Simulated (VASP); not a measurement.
# Si2W (I4/mmm) in VASP: single point with PBE+D3(BJ)

Aim: the single point of Si2W with PBE+D3(BJ).

Everything below comes from runs of VASP 6.6.1. Logs are shortened: lines on timing, memory, paths and dates and some standing lists are left out, and cuts for length are marked.

## Step 1: The cell of the first run

It takes space group I4/mmm (No. 139, tetragonal). The conventional cell has a = 3.193 Å, b = 3.193 Å, c = 7.798 Å, α = 90.00°, β = 90.00°, γ = 90.00°. Within 3.4 Å of Si (site symmetry 4mm) lie 9 Si at 2.59 to 3.19 Å and 5 W at 2.60 to 2.61 Å. Within 3.4 Å of W (site symmetry 4/mmm) lie 10 Si at 2.60 to 2.61 Å and 4 W at 3.19 Å.

## Step 2: Single point, PBE+D3(BJ)

INCAR

```
SYSTEM = Si2W
PREC = Accurate
ENCUT = 520
EDIFF = 1E-6
ISMEAR = 0
SIGMA = 0.1
LREAL = .FALSE.
LASPH = .TRUE.
NELM = 60
ALGO = Normal
ISIF = 2
LWAVE = .FALSE.
LCHARG = .FALSE.
GGA = PE
IVDW = 12
NBANDS = 18
```

KPOINTS

```
Automatic mesh
0
G
  18 18 18
  0 0 0
```

POSCAR

```
Si2W
1.0
   -1.5965326334      1.5965326334      3.8990817463
    1.5965326334     -1.5965326334      3.8990817463
    1.5965326334      1.5965326334     -3.8990817463
Si W
2 1
Direct
    0.3341286290      0.3341286290      0.0000000000
    0.6658713710      0.6658713710      0.0000000000
    0.0000000000      0.0000000000      0.0000000000
```

Potentials or basis: VASP PAW PBE potentials, release 64 (Si, W_sv).

Command:

```bash
> cat potpaw_PBE.64/Si/POTCAR potpaw_PBE.64/W_sv/POTCAR > POTCAR
> mpirun -np 1 vasp_std > vasp.out
```

OUTCAR:

```text
SYSTEM = Si2W
   PREC = Accurate
   ENCUT = 520
   EDIFF = 1E-6
   ISMEAR = 0
   LREAL = .FALSE.
   LASPH = .TRUE.
   NELM = 60
   ISIF = 2
   GGA = PE
   IVDW = 12
 IVDW          = 12

 ion  position               nearest neighbor table
   1  0.334  0.334  0.000-   2 2.59   3 2.60   3 2.60   3 2.60   3 2.60   3 2.61   2 2.61   2 2.61
                             2 2.61   2 2.61
   2  0.666  0.666  0.000-   1 2.59   3 2.60   3 2.60   3 2.60   3 2.60   3 2.61   1 2.61   1 2.61
                             1 2.61   1 2.61
   3  0.000  0.000  0.000-   2 2.60   2 2.60   2 2.60   1 2.60   1 2.60   1 2.60   2 2.60   1 2.60
                             1 2.61   2 2.61

  LATTYP: Found a body centered tetragonal cell.
 ALAT       =     3.1930652668
 C/A-ratio  =     2.4422186335

  Lattice vectors:

 A1 = (  -1.5965326334,   1.5965326334,   3.8990817463)
 A2 = (   1.5965326334,  -1.5965326334,   3.8990817463)
 A3 = (   1.5965326334,   1.5965326334,  -3.8990817463)

Analysis of symmetry for initial positions (statically):
=====================================================================
 Subroutine PRICEL returns:
 Original cell was already a primitive cell.

 Routine SETGRP: Setting up the symmetry group for a
 body centered tetragonal supercell.

 Subroutine GETGRP returns: Found 16 space group operations
 (whereof 16 operations were pure point group operations)
 out of a pool of 16 trial point group operations.

The static configuration has the point symmetry D_4h.

Analysis of symmetry for dynamics (positions and initial velocities):
=====================================================================
 Subroutine PRICEL returns:
 Original cell was already a primitive cell.

 Routine SETGRP: Setting up the symmetry group for a
 body centered tetragonal supercell.

 Subroutine GETGRP returns: Found 16 space group operations
 (whereof 16 operations were pure point group operations)
 out of a pool of 16 trial point group operations.

The dynamic configuration has the point symmetry D_4h.

 Subroutine INISYM returns: Found 16 space group operations
 (whereof 16 operations are pure point group operations),
 and found     1 'primitive' translations

----------------------------------------------------------------------------------------

                                     Primitive cell

  volume of cell :      39.7537

  direct lattice vectors                    reciprocal lattice vectors
    -1.596532633  1.596532633  3.899081746     0.000000000  0.313178691  0.128235321
     1.596532633 -1.596532633  3.899081746     0.313178691  0.000000000  0.128235321
     1.596532633  1.596532633 -3.899081746     0.313178691  0.313178691  0.000000000

  length of vectors
     4.505626634  4.505626634  4.505626634     0.338415706  0.338415706  0.442901552

  position of ions in fractional coordinates (direct lattice)
     0.334128629  0.334128629  0.000000000
     0.665871371  0.665871371  0.000000000
     0.000000000  0.000000000  0.000000000

  ion indices of the primitive-cell ions
   primitive index   ion index
                 1           1
                 2           2
                 3           3

----------------------------------------------------------------------------------------

 KPOINTS: Automatic mesh

Automatic generation of k-mesh.
 Grid dimensions read from file:
 generate k-points for:   18   18   18

 Generating k-lattice:

  Cartesian coordinates                     Fractional coordinates (reciprocal lattice)
     0.000000000  0.017398816  0.007124185     0.055555556  0.000000000  0.000000000
     0.017398816  0.000000000  0.007124185     0.000000000  0.055555556  0.000000000
     0.017398816  0.017398816  0.000000000     0.000000000  0.000000000  0.055555556

  Length of vectors
     0.018800873  0.018800873  0.024605642

  Shift w.r.t. Gamma in fractional coordinates (k-lattice)
     0.000000000  0.000000000  0.000000000

 Subroutine IBZKPT returns following result:
 ===========================================

 Found    480 irreducible k-points:

 Following reciprocal coordinates:
            Coordinates               Weight
  0.000000  0.000000  0.000000      1.000000
  0.055556  0.000000 -0.000000      8.000000
  0.111111  0.000000 -0.000000      8.000000
  0.166667  0.000000 -0.000000      8.000000
  0.222222  0.000000  0.000000      8.000000
  0.277778  0.000000 -0.000000      8.000000
[... 16 lines left out ...]
 -0.277778  0.055556  0.000000     16.000000
 -0.222222  0.055556  0.000000     16.000000
 [... further k-points ...]
   k-points           NKPTS =    480   k-points in BZ     NKDIM =    480   number of bands    NBANDS=     18
   number of dos      NEDOS =    301   number of ions     NIONS =      3
   total plane-waves  NPLWV =  46656
   dimension x,y,z NGX =    36 NGY =   36 NGZ =   36
   dimension x,y,z NGXF=    72 NGYF=   72 NGZF=   72
   ions per type =               2   1
   NGX,Y,Z   is equivalent  to a cutoff of  13.28, 13.28, 13.28 a.u.
   NGXF,Y,Z  is equivalent  to a cutoff of  26.57, 26.57, 26.57 a.u.
 SYSTEM =  Si2W
   PREC   = accura    normal or accurate (medium, high low for compatibility)
   ISTART =      0    job   : 0-new  1-cont  2-samecut
   ICHARG =      2    charge: 1-file 2-atom 10-const
   ISPIN  =      1    spin polarized calculation?
   LNONCOLLINEAR =      F non collinear calculations
   LSORBIT =      F    spin-orbit coupling
   LASPH  =      T    aspherical Exc in radial PAW
   ENCUT  =  520.0 eV  38.22 Ry    6.18 a.u.   8.38  8.38  8.38*2*pi/ulx,y,z
   NELM   =     60;   NELMIN=  2; NELMDL= -5     # of ELM steps
   EDIFF  = 0.1E-05   stopping-criterion for ELM
   LREAL  =      F    real-space projection
   EDIFFG = 0.1E-04   stopping-criterion for IOM
   NSW    =      0    number of steps for IOM
   IBRION =     -1    ionic relax: 0-MD 1-quasi-New 2-CG
   NFREE  =      0    steps in history (QN), initial steepest desc. (CG)
   ISIF   =      2    stress and relaxation
   ISYM   =      2    0-nonsym 1-usesym 2-fastsym
   POTIM  = 0.5000    time-step for ionic-motion
   TEBEG  =    0.0;   TEEND  =   0.0 temperature during run
   PSTRESS=    0.0 pullay stress
   NELECT =      22.0000    total number of electrons
   NUPDOWN=      -1.0000    fix difference up-down
   EMIN   =  10.00;   EMAX   =-10.00  energy-range for DOS
   EFERMI =   0.00;   METHOD = LEGACY
   ISMEAR =     0;   SIGMA  =   0.10  broadening in eV -4-tet -1-fermi 0-gaus
   EFERMI_NEDOS =   21; number of points for ismear=-14 and -15
   IALGO  =     38    algorithm
   IMIX   =      4    mixing-type and parameters
     AMIX     =   0.40;   BMIX     =  1.00
     AMIX_MAG =   1.60;   BMIX_MAG =  1.00
  volume/ion in A,a.u.               =      13.25        89.42
  Fermi-wavevector in a.u.,A,eV,Ry     =   1.344074  2.539931 24.579388  1.806534
  Thomas-Fermi vector in A             =   2.472097
   LORBIT       =      0    0 simple, 1 ext, 2 COOP (PROOUT), +10 PAW based schemes
   GGA     = PE    functional components
   LHFCALC =     F    Hartree Fock is set to
   AEXX    =    0.0000 exact exchange contribution
   IVDW    =    12    specifies the selected vdW correction
   LEPSILON=     F    determine dielectric tensor
   LRPA    =     F    only Hartree local field effects (RPA)
 non-spin polarized calculation
 Gauss-broadening in eV      SIGMA  =   0.10
  energy-cutoff  :      520.00
  volume of cell :       39.75
 maximum number of plane-waves:      1088
 NGX is ok and might be reduce to    36
   NGX = 17   NGY = 17   NGZ = 17

 number of electron      21.9999999 magnetization

 Free energy of the ion-electron system (eV)
  ---------------------------------------------------
  ext. energy  EPLUGINS =         0.00000000
  ---------------------------------------------------
  free energy    TOTEN  =       -24.78673250 eV

  energy without entropy =      -24.78584043  energy(sigma->0) =      -24.78628646

 E-fermi :  12.2164     XC(G=0): -12.6105

 val. band max:       12.1867594854   @ k =  -0.3889   0.5000   0.3333
 cond. band min:      12.2612248670   @ k =  -0.3889  -0.4444   0.3333
 fundamental gap:      0.0744653816
 Fermi energy:        12.2164078623

 k-point     1 :       0.0000    0.0000    0.0000
  band No.  band energies     occupation
      1     -61.6042      2.00000
      2     -25.8862      2.00000
      3     -25.8504      2.00000
      4     -25.8504      2.00000
      5      -2.0196      2.00000
      6       5.2492      2.00000
[... 10 lines left out ...]
     17      17.9933      0.00000
     18      17.9933      0.00000

 k-point     2 :       0.0556    0.0000   -0.0000
  band No.  band energies     occupation
      1     -61.6040      2.00000
      2     -25.8857      2.00000
      3     -25.8576      2.00000
      4     -25.8498      2.00000
      5      -1.9596      2.00000
      6       5.2565      2.00000
[... 10 lines left out ...]
     17      17.9976      0.00000
     18      18.2188      0.00000

 k-point     3 :       0.1111    0.0000   -0.0000
  band No.  band energies     occupation
      1     -61.6032      2.00000
      2     -25.8842      2.00000
      3     -25.8782      2.00000
      4     -25.8479      2.00000
      5      -1.7807      2.00000
      6       5.2688      2.00000
[... 10 lines left out ...]
     17      18.0574      0.00000
     18      18.7681      0.00000

 k-point     4 :       0.1667    0.0000   -0.0000
  band No.  band energies     occupation
      1     -61.6021      2.00000
      2     -25.9098      2.00000
      3     -25.8817      2.00000
      4     -25.8450      2.00000
      5      -1.4872      2.00000
      6       5.2507      2.00000
[... 10 lines left out ...]
     17      18.3575      0.00000
     18      19.5220      0.00000

 k-point     5 :       0.2222    0.0000    0.0000
  band No.  band energies     occupation
      1     -61.6008      2.00000
      2     -25.9481      2.00000
      3     -25.8788      2.00000
      4     -25.8415      2.00000
      5      -1.0856      2.00000
      6       5.1266      2.00000
[... 10 lines left out ...]
     17      18.9961      0.00000
     18      20.4279      0.00000

 k-point     6 :       0.2778    0.0000   -0.0000
  band No.  band energies     occupation
      1     -61.5993      2.00000
      2     -25.9887      2.00000
      3     -25.8757      2.00000
      4     -25.8377      2.00000
      5      -0.5850      2.00000
      6       4.8045      2.00000
[... 10 lines left out ...]
     17      19.5681      0.00000
     18      21.0837      0.00000

 k-point     7 :       0.3333    0.0000   -0.0000
  band No.  band energies     occupation
      1     -61.5980      2.00000
      2     -26.0265      2.00000
      3     -25.8727      2.00000
      4     -25.8341      2.00000
      5       0.0031      2.00000
      6       4.2825      2.00000
[... 10 lines left out ...]
     17      19.5252      0.00000
     18      21.1031      0.00000

 k-point     8 :       0.3889    0.0000   -0.0000
  band No.  band energies     occupation
      1     -61.5968      2.00000
      2     -26.0572      2.00000
      3     -25.8703      2.00000
      4     -25.8313      2.00000
      5       0.6642      2.00000
      6       3.6309      2.00000
[... 10 lines left out ...]
     17      19.2533      0.00000
     18      20.0567      0.00000
[... 229 lines left out ...]
     17      19.1722      0.00000
     18      19.3038      0.00000

 k-point    20 :      -0.4444    0.0556    0.0000
  band No.  band energies     occupation
      1     -61.5959      2.00000
      2     -26.0761      2.00000
      3     -25.8677      2.00000
      4     -25.8362      2.00000
      5       1.3263      2.00000
      6       3.0207      2.00000
[... 10 lines left out ...]
     17      19.2671      0.00000
     18      19.8335      0.00000

 k-point    21 :      -0.3889    0.0556    0.0000
  band No.  band energies     occupation
      1     -61.5966      2.00000
      2     -26.0562      2.00000
      3     -25.8691      2.00000
      4     -25.8381      2.00000
      5       0.6159      2.00000
      6       3.7451      2.00000
[... 10 lines left out ...]
     17      19.4322      0.00000
     18      20.7672      0.00000

 k-point    22 :      -0.3333    0.0556    0.0000
  band No.  band energies     occupation
      1     -61.5977      2.00000
      2     -26.0256      2.00000
      3     -25.8713      2.00000
      4     -25.8410      2.00000
      5      -0.0361      2.00000
      6       4.4263      2.00000
[... 10 lines left out ...]
     17      19.6243      0.00000
     18      20.5694      0.00000

 k-point    23 :      -0.2778    0.0556    0.0000
  band No.  band energies     occupation
      1     -61.5991      2.00000
      2     -25.9878      2.00000
      3     -25.8742      2.00000
      4     -25.8446      2.00000
      5      -0.6115      2.00000
      6       5.0171      2.00000
[... 10 lines left out ...]
     17      19.3673      0.00000
     18      20.3689      0.00000

 k-point    24 :      -0.2222    0.0556    0.0000
  band No.  band energies     occupation
      1     -61.6005      2.00000
      2     -25.9473      2.00000
      3     -25.8774      2.00000
      4     -25.8484      2.00000
      5      -1.0968      2.00000
      6       5.3987      2.00000
[... 10 lines left out ...]
     17      18.6497      0.00000
     18      20.4846      0.00000

 [... further k-points ...]

------------------------ aborting loop because EDIFF is reached ----------------------------------------

 Edisp (eV)   -1.74729

 E8    (eV) :    -0.7890

  FORCE on cell =-STRESS in cart. coord.  units (eV):
  Direction    XX          YY          ZZ          XY          YZ          ZX
  --------------------------------------------------------------------------------------
  -------------------------------------------------------------------------------------
  Total       0.03033     0.03033     0.00288     0.00000     0.00000     0.00000
  in kB       1.22233     1.22233     0.11622     0.00000     0.00000     0.00000
  external pressure =        0.85 kB  Pullay stress =        0.00 kB

 VOLUME and BASIS-vectors are now :
 -----------------------------------------------------------------------------
  energy-cutoff  :      520.00
  volume of cell :       39.75
      direct lattice vectors                 reciprocal lattice vectors
    -1.596532633  1.596532633  3.899081746     0.000000000  0.313178691  0.128235321
     1.596532633 -1.596532633  3.899081746     0.313178691  0.000000000  0.128235321
     1.596532633  1.596532633 -3.899081746     0.313178691  0.313178691  0.000000000

 POSITION                                       TOTAL-FORCE (eV/Angst)
 -----------------------------------------------------------------------------------
      0.00000      0.00000      2.60559         0.000000      0.000000     -0.004565
      0.00000      0.00000      5.19257        -0.000000     -0.000000      0.004565
      0.00000      0.00000      0.00000        -0.000000     -0.000000     -0.000000
 -----------------------------------------------------------------------------------
    total drift:                               -0.000000     -0.000000      0.000000

  FREE ENERGIE OF THE ION-ELECTRON SYSTEM (eV)
  ---------------------------------------------------
  free  energy   TOTEN  =       -26.5340257763 eV

  energy  without entropy=      -26.5331337068  energy(sigma->0) =      -26.53357974
```

It took 11 min on 1 thread of Intel Xeon 8259CL, shared host; peak memory 0.47 GiB.

What came out:

| Item | Value |
| --- | --- |
| Free energy | -26.5340 eV |
| Pressure | 0.1 GPa |
| Largest force | 0.005 eV/Å |
| Band gap on the k mesh | zero (bands 11 and 12 overlap by 1.33 eV) |
| Dispersion energy per atom | -0.582 eV |

Forces on the atoms (eV/Å):
```
Si   0.000  0.000 -0.005
Si   0.000  0.000  0.005
W    0.000  0.000  0.000
```

Caveat: spin-orbit coupling is left out, which moves the levels of the heavy elements.

The gap in the log of VASP goes by the Fermi energy; the results here count the filled bands.